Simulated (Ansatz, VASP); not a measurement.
**YSb: VASP beside Ansatz**

INCAR

```
ALGO = Normal
EDIFF = 1E-7
ENCUT = 520
ISIF = 2
ISMEAR = -1
LASPH = T
LCHARG = F
LREAL = F
LWAVE = F
NBANDS = 15
NELM = 100
PREC = Accurate
SIGMA = 0.1
```

File KPOINTS:

```
k-points
0
Gamma
  12 12 12
```

Contents of POSCAR:

```
YSb
1.0
    0.0000000000      2.7822640771      2.7822640771
    2.7822640771      0.0000000000      2.7822640771
    2.7822640771      2.7822640771      0.0000000000
Y Sb
1 1
Direct
    0.0000000000      0.0000000000      0.0000000000
    0.2500000000      0.2500000000      0.2500000000
```

Input for Ansatz:

```yaml
crystal:
  lattice:
    - [0.0, 2.7822640771, 2.7822640771]
    - [2.7822640771, 0.0, 2.7822640771]
    - [2.7822640771, 2.7822640771, 0.0]
  atoms:
    - { symbol: "Y", position: [0.0, 0.0, 0.0] }
    - { symbol: Sb, position: [0.25, 0.25, 0.25] }
kpoints:
  mp_grid: { grid: [12, 12, 12] }
  band_path:
    path:
      - [0.0, 0.0, 0.0]
      - [-0.5, -0.5, 0.0]
      - [-0.375, -0.375, 0.25]
      - [-0.375, 0.0, 0.375]
      - [0.0, 0.0, 0.0]
      - [0.0, 0.0, 0.5]
      - [-0.5, -0.25, 0.25]
      - [-0.5, -0.5, 0.0]
    npoints: 8
scf:
  occupations: { method: fermi_dirac, width: 0.1 }
hamiltonian:
  xc: lda
  pseudopotentials: { kind: paw }
output:
  forces: true
  stress: true
  eigenvalues: true
  populations: true
  dos: { projected: true, de: 0.2, e_range: [-14, 8] }
```

Change from the starting cell: volume scaled by 0.55, PAW files.

Alike in both runs: task single point; functional LDA; k mesh 12 × 12 × 12; occupations fermi-dirac, width 0.1 eV; no spin polarisation.

|  | VASP | Ansatz |
| --- | --- | --- |
| version | VASP 6.6.1 | Ansatz 0.2.0 |
| potentials or method | VASP PAW LDA potentials, release 64 (Y_sv, Sb) | PAW with Ansatz's default frozen-core files, scalar-relativistic |
| plane-wave cutoff (eV) | 520 | 420 |
| valence electrons in the cell | 16 | 26 |

|  | VASP | Ansatz | Ansatz less VASP |
| --- | --- | --- | --- |
| pressure (GPa) | 76.1 | 76.3 | +0.27 |

LDA's correlation is that of Perdew and Zunger in VASP and of Perdew and Wang (1992) in Ansatz. Both programs put the cell under a high pressure, so it lies far from rest at this level. VASP's potentials hold 16 valence electrons a cell and Ansatz's 26, so a difference there can come from the potentials and not from the codes.

Spin-orbit coupling is off throughout. Noted on VASP's run: the cell as given lies far from equilibrium.
